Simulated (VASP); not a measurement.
# Cr (Pm-3m) in VASP: notebook, part 2 of 2

VASP 6.6.1. The steps go on from the part before.

## (4) Single point, revPBE (volume scaled by 1.08)

INCAR

```
SYSTEM = Cr
PREC     = Accurate       ! precision mode
ENCUT    = 520            ! plane-wave cutoff, eV
EDIFF    = 1E-6           ! SCF threshold, eV
ISMEAR   = -1             ! smearing method
SIGMA    = 0.1            ! smearing width, eV
LREAL    = .FALSE.        ! projectors in reciprocal space
LASPH    = .TRUE.         ! aspherical terms in the spheres
NELM     = 100            ! most SCF steps
ALGO     = Normal         ! electronic algorithm
ISIF     = 2              ! what is computed and relaxed
LWAVE    = .FALSE.        ! write WAVECAR
LCHARG   = .FALSE.        ! write CHGCAR
GGA      = RE             ! functional
NBANDS   = 12             ! bands
```

KPOINTS

```
Automatic mesh
0
G
  15 15 15
  0 0 0
```

POSCAR

```
Cr
1.0
    2.4134134950      0.0000000000      0.0000000000
    0.0000000000      2.4134134950      0.0000000000
    0.0000000000      0.0000000000      2.4134134950
Cr
1
Direct
    0.0000000000      0.0000000000      0.0000000000
```

The run is started by

```sh
> cat potpaw_PBE.64/Cr_pv/POTCAR > POTCAR
> mpirun -np 1 vasp_std > vasp.out
```

It took 10 s on 1 thread of Intel Xeon Platinum 8259CL at 2.50GHz (Skylake/Cascade Lake), shared host; peak memory 0.13 GiB.

It converged, with:

| Quantity | Value |
| --- | --- |
| Free energy | -8.0712 eV |
| Pressure | -11.4 GPa |
| Band gap on the k mesh | zero (band 6 reaches 9.48 eV, above the bottom of band 7 at 7.97 eV) |

Levels at points of the mesh, in eV from the Fermi level:
| k point | band 2 | band 3 | band 4 | band 5 | band 6 | band 7 | band 8 | band 9 | band 10 | band 11 |
| --- | --- | --- | --- | --- | --- | --- | --- | --- | --- | --- |
| (0.00, 0.00, 0.00) | -42.67 | -42.67 | -6.99 | -2.80 | -2.80 | 2.19 | 2.19 | 2.19 | 7.52 | 18.48 |

Caveat: the PAW data sets were made with another functional, which shifts forces and pressure a little; the run has no spin polarisation, though such a crystal can be magnetic. Spin polarisation is off, so any magnetic state and its effect on volume and gap are missing.

## (5) Single point, revPBE (volume scaled by 1.12)

INCAR

```
SYSTEM = Cr
  ALGO = Normal
  EDIFF = 1E-6
  ENCUT = 520
  GGA = RE
  ISIF = 2
  ISMEAR = -1
  LASPH = .True.
  LCHARG = .False.
  LREAL = .False.
  LWAVE = .False.
  NBANDS = 12
  NELM = 60
  PREC = Accurate
  SIGMA = 0.1
```

KPOINTS

```
k-points
0
Gamma
  15 15 15
  0 0 0
```

POSCAR

```
Cr
1.0
    2.4428482678      0.0000000000      0.0000000000
    0.0000000000      2.4428482678      0.0000000000
    0.0000000000      0.0000000000      2.4428482678
Cr
1
Direct
    0.0000000000      0.0000000000      0.0000000000
```

Potentials or basis: VASP PAW PBE potentials, release 64 (Cr_pv).

The run is started by

```sh
> cat potpaw_PBE.64/Cr_pv/POTCAR > POTCAR
> mpirun -np 1 vasp_std > vasp.out
```

OUTCAR:

```text
SYSTEM = Cr
   EDIFF = 1E-6
   ENCUT = 520
   GGA = RE
   ISIF = 2
   ISMEAR = -1
   LASPH = .True.
   LREAL = .False.
   NELM = 60
   PREC = Accurate

 ion  position               nearest neighbor table
   1  0.000  0.000  0.000-

  LATTYP: Found a simple cubic cell.
 ALAT       =     2.4428482678

  Lattice vectors:

 A1 = (   2.4428482678,   0.0000000000,   0.0000000000)
 A2 = (   0.0000000000,   2.4428482678,   0.0000000000)
 A3 = (   0.0000000000,   0.0000000000,   2.4428482678)

Analysis of symmetry for initial positions (statically):
=====================================================================
 Subroutine PRICEL returns:
 Original cell was already a primitive cell.

 Routine SETGRP: Setting up the symmetry group for a
 simple cubic supercell.

 Subroutine GETGRP returns: Found 48 space group operations
 (whereof 48 operations were pure point group operations)
 out of a pool of 48 trial point group operations.

The static configuration has the point symmetry O_h .

Analysis of symmetry for dynamics (positions and initial velocities):
=====================================================================
[... 159 lines left out ...]
 fundamental gap:      0.0093932425
 Fermi energy:         8.1225105178

 k-point     1 :       0.0000    0.0000    0.0000
  band No.  band energies     occupation
      1     -34.5909      2.00000
      2     -34.5909      2.00000
      3     -34.5909      2.00000
      4       1.2758      2.00000
      5       5.4542      2.00000
      6       5.4542      2.00000
      7      10.2077      0.00000
      8      10.2077      0.00000
      9      10.2077      0.00000
     10      15.6170      0.00000
     11      26.1785      0.00000
     12      26.1785      0.00000
[... 331 lines left out ...]
 k-point    24 :       0.3333    0.2000    0.0000
  band No.  band energies     occupation
      1     -35.0841      2.00000
      2     -34.7800      2.00000
      3     -34.5257      2.00000
      4       4.6061      2.00000
      5       6.2582      2.00000
      6       7.2608      1.99964
      7       9.0648      0.00016
      8       9.1084      0.00010
      9       9.7800      0.00000
     10      15.6119      0.00000
     11      17.1701      0.00000
     12      23.3493      0.00000

 [... further k-points ...]
[... 5 lines left out ...]
  --------------------------------------------------------------------------------------
  -------------------------------------------------------------------------------------
  Total       -1.4322526     -1.4322526     -1.4322526     -0.0000000     -0.0000000      0.0000000
  in kB     -157.4130439   -157.4130439   -157.4130439     -0.0000000     -0.0000000      0.0000000
  external PRESSURE =    -157.4130439 kB  Pullay stress =       0.0000000 kB

 VOLUME and BASIS-vectors are now :
 -----------------------------------------------------------------------------
  energy-cutoff  :      520.00
  volume of cell :       14.58
      direct lattice vectors                 reciprocal lattice vectors
     2.442848268  0.000000000  0.000000000     0.409358212  0.000000000  0.000000000
     0.000000000  2.442848268  0.000000000     0.000000000  0.409358212  0.000000000
     0.000000000  0.000000000  2.442848268     0.000000000  0.000000000  0.409358212

 POSITION                                       TOTAL-FORCE (eV/Angst)
 -----------------------------------------------------------------------------------
      0.00000      0.00000      0.00000         0.000000      0.000000      0.000000
 -----------------------------------------------------------------------------------
    total drift:                                0.000000      0.000000     -0.000000

  FREE ENERGIE OF THE ION-ELECTRON SYSTEM (eV)
  ---------------------------------------------------
  free  energy   TOTEN  =        -8.0270043543 eV

  energy  without entropy=       -7.9731417440  energy(sigma->0) =       -8.00007305
```

stdout:

```text
POSCAR found type information on POSCAR Cr
 POSCAR found :  1 types and       1 ions
 scaLAPACK will be used
 -----------------------------------------------------------------------------
|                                                                             |
|                                                                             |
|     You enforced a specific xc type in the INCAR file but a different       |
|     I HOPE YOU KNOW WHAT YOU ARE DOING!                                     |
|                                                                             |
 -----------------------------------------------------------------------------

 LDA part: xc-table for (Slater+PW92), standard interpolation
 POSCAR, INCAR and KPOINTS ok, starting setup
 FFT: planning ... GRIDC
 FFT: planning ... GRID_SOFT
 FFT: planning ... GRID
 WAVECAR not read
 entering main loop
```

Wall time 10 s (1 thread of Intel Xeon Platinum 8259CL at 2.50GHz (Skylake/Cascade Lake), shared host); peak memory 0.13 GiB.

Results:

| Quantity | Value |
| --- | --- |
| Free energy | -8.0270 eV |
| Pressure | -15.7 GPa |
| Band gap on the k mesh | zero (band 6 reaches 9.01 eV, above the bottom of band 7 at 7.58 eV) |

Caveat: the PAW data sets were made with another functional, which shifts forces and pressure a little; the run has no spin polarisation, though such a crystal can be magnetic. Spin polarisation is off, so any magnetic state and its effect on volume and gap are missing.

## (6) Overview

| cell | gap on the mesh (eV) | pressure (GPa) |
| --- | --- | --- |
| a = 2.352 Å, 1 atom | none | 0.5 |
| a = 2.383 Å, 1 atom | none | -6.1 |
| a = 2.413 Å, 1 atom | none | -11.4 |
| a = 2.443 Å, 1 atom | none | -15.7 |

Alike in all rows: task single point; level revPBE; potentials or basis VASP PAW PBE potentials, release 64 (Cr_pv); no spin polarisation; k mesh 15 × 15 × 15; cutoff (eV) 520; smearing fermi-dirac 0.1 eV.

Caveats: the PAW data sets were made with another functional, which shifts forces and pressure a little; the run has no spin polarisation, though such a crystal can be magnetic.

Absolute energies hang on the potentials; compare differences alone.
